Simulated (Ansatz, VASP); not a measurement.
**B4MoRu in VASP and in Ansatz**

```xyz
6
Lattice="3.9296 -4.0298 0.0000 3.9296 4.0298 0.0000 0.0000 0.0000 2.5170" Properties=species:S:1:pos:R:3 pbc="T T T"
B     3.9296    2.1461    0.0000
B     5.6517    0.0000    1.2585
B     3.9296   -2.1461    0.0000
B     2.2074    0.0000    1.2585
Mo    0.0000    0.0000    1.2585
Ru    3.9296    0.0000    0.0000
```

Change from the starting cell: species swapped into the CrIrO4 type (Cmmm, No. 65).

Alike in both runs: functional PBE; k mesh 8 × 8 × 14; occupations gaussian, width 0.1 eV; no spin polarisation.

Ansatz relaxed the structure, and its values are those at the end. VASP's run is a single point on that final structure, the one shown.

|  | VASP | Ansatz |
| --- | --- | --- |
| version | VASP 6.6.1 | Ansatz 0.2.0 |
| potentials or method | VASP PAW PBE potentials, release 64 (B, Mo_sv, Ru_pv), cutoff 520 eV | scalar-relativistic, plane waves, PAW |
| valence electrons in the cell | 40 | 42 |

|  | VASP | Ansatz | Ansatz less VASP |
| --- | --- | --- | --- |
| gap on the k mesh at the Fermi level (eV) | none | none | - |
| pressure (GPa) | 0.1 | 0.0 | -0.08 |
| rms of the force components (eV/Å) | 0.005 | 0.003 | -0.0026 |

A gap of «none» marks a metal or a gap that the smearing closes. The functional is the same, so the differences come from potentials, cutoffs and numerics. VASP's potentials hold 40 valence electrons a cell and Ansatz's 42, so a difference there can come from the potentials and not from the codes.
